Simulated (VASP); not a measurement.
# Zr (P6_3/mmc) in VASP: notebook, part 2 of 2

VASP 6.6.1. The steps go on from the part before.

### 4 Relaxation of shape and atoms at fixed volume, LDA

This run uses another cell than the first one, of 15.26 Å³/atom, 1.400 times its volume.

Input file INCAR:

```
PREC = Accurate
ENCUT = 600
EDIFF = 1E-6
ISMEAR = -1
SIGMA = 0.1
LREAL = False
LASPH = True
NELM = 60
ALGO = Normal
ISIF = 4
LWAVE = False
LCHARG = False
IBRION = 2
NSW = 50
EDIFFG = -0.005
```

Input file KPOINTS:

```
regular mesh
0
Gamma
  14 14 8
```

Input file POSCAR:

```
Zr
1.0
    2.7902790122      0.0000000000      0.0000000000
   -1.3951395061      2.4164525082      0.0000000000
    0.0000000000      0.0000000000      4.5251479760
Zr
2
Direct
    0.3333333333      0.6666666667      0.2500000000
    0.6666666667      0.3333333333      0.7500000000
```

Potentials or basis: VASP PAW LDA potentials, release 64 (Zr_sv).

The run is started by

```bash
> cat potpaw_LDA.64/Zr_sv/POTCAR > POTCAR
> mpirun -np 1 vasp_std > vasp.out
```

OUTCAR:

```text
PREC = Accurate
   ENCUT = 600
   EDIFF = 1E-6
   ISMEAR = -1
   LREAL = False
   LASPH = True
   NELM = 60
   ISIF = 4
   IBRION = 2
   NSW = 50
   EDIFFG = -0.005

 ion  position               nearest neighbor table
   1  0.333  0.667  0.250-   2 2.78   2 2.78   2 2.78   2 2.78   2 2.78   2 2.78
   2  0.667  0.333  0.750-   1 2.78   1 2.78   1 2.78   1 2.78   1 2.78   1 2.78

  LATTYP: Found a hexagonal cell.
 ALAT       =     2.7902790122
 C/A-ratio  =     1.6217546547

  Lattice vectors:

 A1 = (   2.7902790122,   0.0000000000,   0.0000000000)
 A2 = (  -1.3951395061,   2.4164525082,   0.0000000000)
 A3 = (   0.0000000000,   0.0000000000,   4.5251479760)

Analysis of symmetry for initial positions (statically):
=====================================================================
 Subroutine PRICEL returns:
[... 360 lines left out ...]
  ext. energy  EPLUGINS =         0.00000000
  ---------------------------------------------------
  free energy    TOTEN  =       -16.61665308 eV

  energy without entropy =      -16.57396211  energy(sigma->0) =      -16.59530760

 E-fermi :  14.2186     XC(G=0): -13.3550

 val. band max:       14.1878163774   @ k =   0.2857   0.2857   0.0000
 cond. band min:      14.2404726192   @ k =   0.2857   0.1429   0.0000
 fundamental gap:      0.0526562418
 Fermi energy:        14.2185845714

 k-point     1 :       0.0000    0.0000    0.0000
  band No.  band energies     occupation
      1     -34.0214      2.00000
      2     -33.5137      2.00000
      3     -13.4447      2.00000
      4     -10.6718      2.00000
      5     -10.3864      2.00000
      6     -10.3864      2.00000
[... 433 lines left out ...]
      3     -13.0387      2.00000
      4     -12.6856      2.00000
      5     -12.4879      2.00000
      6     -12.0837      2.00000
[... 8 lines left out ...]
     15      16.8359      0.00000
     16      19.6697      0.00000

 [... further k-points ...]
[... 5 lines left out ...]
  --------------------------------------------------------------------------------------
  -------------------------------------------------------------------------------------
  Total       11.9782041     11.9782041     11.9915645      0.0000000     -0.0000000      0.0000000
  in kB      628.9898117    628.9898116    629.6913799      0.0000000     -0.0000000      0.0000000
  external PRESSURE =     629.2236677 kB  Pullay stress =       0.0000000 kB
[... 17 lines left out ...]
  FREE ENERGIE OF THE ION-ELECTRON SYSTEM (eV)
  ---------------------------------------------------
  free  energy   TOTEN  =       -16.6166530831 eV

  energy  without entropy=      -16.5739621148  energy(sigma->0) =      -16.59530760

 reached required accuracy - stopping structural energy minimisation
```

CONTCAR:

```text
Zr
   1.00000000000000
     2.6940100313687525    0.0000000000000000   -0.0000000000000000
    -1.3470050156843763    2.3330811250744108   -0.0000000000000000
     0.0000000000000000    0.0000000000000000    4.8543337652498382
  Zr
     2
Direct
     0.3333333332999970    0.6666666667000030    0.2500000000000000
     0.6666666667000030    0.3333333332999970    0.7500000000000000

  0.00000000E+00  0.00000000E+00  0.00000000E+00
  0.00000000E+00  0.00000000E+00  0.00000000E+00
```

Run time: 2.2 min. Hardware: 1 thread of Intel Xeon 6975P-C (Granite Rapids), shared host; peak memory 0.17 GiB.

Results:

* Free energy: -16.6167 eV
* Energy gained by relaxing: 46.3 meV/atom
* Ionic steps: 20
* Pressure after relaxing: 62.9 GPa
* Band gap on the k mesh: zero (band 12 reaches 15.40 eV, above the bottom of band 13 at 13.98 eV)

Step by step:
| step | energy change (eV) | largest force (eV/Å) | pressure (GPa) | volume (Å³) |
| --- | --- | --- | --- | --- |
| 1 | 0.0000 | 0.0000 | 66.09 | 30.51 |
| 2 | -0.0725 | 0.0000 | 64.07 | 30.51 |
| 3 | -0.0425 | 0.0000 | 63.07 | 30.51 |
| 4 | -0.0919 | 0.0000 | 63.06 | 30.51 |
| 5 | -0.0927 | 0.0000 | 62.90 | 30.51 |
| 6 | -0.0927 | 0.0000 | 62.94 | 30.51 |
| 7 | -0.0927 | 0.0000 | 62.94 | 30.51 |
| 8 | -0.0927 | 0.0000 | 62.94 | 30.51 |
| 9 | -0.0927 | 0.0000 | 62.94 | 30.51 |
| 10 | -0.0927 | 0.0000 | 62.94 | 30.51 |
| 11 | -0.0927 | 0.0000 | 62.94 | 30.51 |
| 12 | -0.0927 | 0.0000 | 62.94 | 30.51 |
| 13 | -0.0927 | 0.0000 | 62.94 | 30.51 |
| 14 | -0.0927 | 0.0000 | 62.94 | 30.51 |
| 15 | -0.0927 | 0.0000 | 62.94 | 30.51 |
| 16 | -0.0927 | 0.0000 | 62.94 | 30.51 |
| 17 | -0.0927 | 0.0000 | 62.94 | 30.51 |
| 18 | -0.0927 | 0.0000 | 62.93 | 30.51 |
| 19 | -0.0927 | 0.0000 | 62.93 | 30.51 |
| 20 | -0.0927 | 0.0000 | 62.92 | 30.51 |

Final structure:
```
CELL_PARAMETERS angstrom
2.69401 0.00000 0.00000
-1.34701 2.33308 0.00000
0.00000 0.00000 4.85433
ATOMIC_POSITIONS crystal
Zr 0.33333 0.66667 0.25000
Zr 0.66667 0.33333 0.75000
```

Levels at points of the mesh, in eV from the Fermi level:
```csv
k point,band 8,band 9,band 10,band 11,band 12,band 13,band 14,band 15,band 16
"(0.00, 0.00, 0.00)",-24.36,-5.51,-3.72,-0.42,1.18,1.18,1.95,1.95,2.87
"(0.50, 0.00, 0.00)",-24.98,-4.30,-3.90,-3.24,0.33,1.51,1.74,2.04,7.84
"(0.00, 0.00, 0.50)",-24.49,-3.57,-3.57,-0.39,-0.39,1.27,1.27,1.27,1.27
"(0.50, 0.00, 0.50)",-25.22,-4.34,-4.34,-2.65,-2.65,3.83,3.83,4.26,4.26
```

### 5 The runs side by side

| cell | gap on the mesh (eV) | pressure (GPa) |
| --- | --- | --- |
| relaxed from a = 2.494, b = 2.494, c = 4.045 Å, angles 90.0, 90.0, 120.0°, 2 atoms | none | 225.7 |
| relaxed from a = 2.651, b = 2.651, c = 4.299 Å, angles 90.0, 90.0, 120.0°, 2 atoms | none | 119.0 |
| relaxed from a = 2.790, b = 2.790, c = 4.525 Å, angles 90.0, 90.0, 120.0°, 2 atoms | none | 62.9 |

Alike in all rows: task relaxation of shape and atoms at fixed volume; level LDA; potentials or basis VASP PAW LDA potentials, release 64 (Zr_sv); no spin polarisation; k mesh 14 × 14 × 8; cutoff (eV) 600; smearing fermi-dirac 0.1 eV.

Absolute energies hang on the potentials; compare differences alone.
